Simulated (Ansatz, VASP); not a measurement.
Sc2Al: VASP beside Ansatz

INCAR

```
SYSTEM = Sc2Al
ALGO = Fast ; EDIFF = 1E-6
ENCUT = 520 ; GGA = PS
ISIF = 2 ; ISMEAR = 0
LASPH = .TRUE. ; LCHARG = .TRUE.
LELF = .TRUE. ; LREAL = .FALSE.
LVHAR = .TRUE. ; LWAVE = .FALSE.
NBANDS = 34 ; NELM = 100
PREC = Accurate ; SIGMA = 0.1
```

File KPOINTS:

```
k-points
0
G
  12 12 6
  0 0 0
```

Contents of POSCAR:

```
Sc2Al
1.0
    4.8926114005      0.0000000000      0.0000000000
   -2.4463057002      4.2371257637      0.0000000000
    0.0000000000      0.0000000000      6.1614205700
Sc Al
4 2
Direct
    0.0000000000      0.0000000000      0.0000000000
    0.0000000000      0.0000000000      0.5000000000
    0.3333333333      0.6666666667      0.7500000000
    0.6666666667      0.3333333333      0.2500000000
    0.3333333333      0.6666666667      0.2500000000
    0.6666666667      0.3333333333      0.7500000000
```

Input for Ansatz:

```yaml
crystal:
  lattice:
    - [4.8926114005, 0.0, 0.0]
    - [-2.4463057002, 4.2371257637, 0.0]
    - [0.0, 0.0, 6.16142057]
  atoms:
    - { symbol: Sc, position: [0.0, 0.0, 0.0] }
    - { symbol: Sc, position: [0.0, 0.0, 0.5] }
    - { symbol: Sc, position: [0.3333333333, 0.6666666667, 0.75] }
    - { symbol: Sc, position: [0.6666666667, 0.3333333333, 0.25] }
    - { symbol: Al, position: [0.3333333333, 0.6666666667, 0.25] }
    - { symbol: Al, position: [0.6666666667, 0.3333333333, 0.75] }
basis:
  ecutwfc: 460
kpoints:
  mp_grid: { grid: [12, 12, 6] }
hamiltonian:
  xc: pbesol
scf:
  occupations: { method: gaussian, width: 0.1 }
output:
  forces: true
  stress: true
  eigenvalues: true
  write_density: true
  write_potential: true
  elf: true
  volumetric_format: npy
```

Alike in both runs: task single point; functional PBEsol; k mesh 12 × 12 × 6; occupations gaussian, width 0.1 eV; no spin polarisation.

|  | VASP | Ansatz |
| --- | --- | --- |
| version | VASP 6.6.1 | Ansatz 0.2.0 |
| potentials or method | VASP PAW PBE potentials, release 64 (Sc_sv, Al), cutoff 520 eV | scalar-relativistic, plane waves, PAW |
| valence electrons in the cell | 50 | 50 |

|  | VASP | Ansatz | Ansatz less VASP |
| --- | --- | --- | --- |
| gap on the k mesh at the Fermi level (eV) | none | none | - |
| pressure (GPa) | -2.0 | -2.1 | -0.09 |
| traceless stress, the component that is largest in VASP (GPa) | -0.15 | -0.13 | +0.022 |

VASP's potentials were made for PBE, not for PBEsol. A gap of «none» marks a metal or a gap that the smearing closes.
